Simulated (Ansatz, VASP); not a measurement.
## One calculation of TaN, two programs

```
Ta N
1.0
     0.00000   -2.20811   -2.20811
     0.00000    2.20811   -2.20811
     4.41622    0.00000    0.00000
Ta N
2 2
Direct
  0.53640 0.46360 0.97265
  0.96360 0.03640 0.52735
  0.45942 0.54058 0.43818
  0.04058 0.95942 0.06182
```

Change from the starting cell: mode 1 frozen in at -0.273 Å and mode 2 at -0.179 Å (largest displacements).

Alike in both runs: task single point; functional PBE; k mesh 14 × 14 × 10; occupations gaussian, width 0.15 eV; no spin polarisation.

```csv
,VASP,Ansatz
version,VASP 6.6.1,Ansatz 0.2.0
potentials or method,"VASP PAW PBE potentials, release 64 (Ta_pv, N), cutoff 520 eV","scalar-relativistic, plane waves, PAW"
valence electrons in the cell,32,36
```

|  | VASP | Ansatz | Ansatz less VASP |
| --- | --- | --- | --- |
| gap on the k mesh at the Fermi level (eV) | none | none | - |
| pressure (GPa) | 4.4 | 3.5 | -0.93 |
| traceless stress, the component that is largest in VASP (GPa) | 18.57 | 18.33 | -0.231 |
| rms of the force components (eV/Å) | 1.005 | 1.001 | -0.0044 |

Atom by atom the forces differ by 0.022 eV/Å (rms over components). A gap of «none» marks a metal or a gap that the smearing closes. The functional is the same, so the differences come from potentials, cutoffs and numerics. VASP's potentials hold 32 valence electrons a cell and Ansatz's 36, so a difference there can come from the potentials and not from the codes.

Spin-orbit coupling is off throughout.
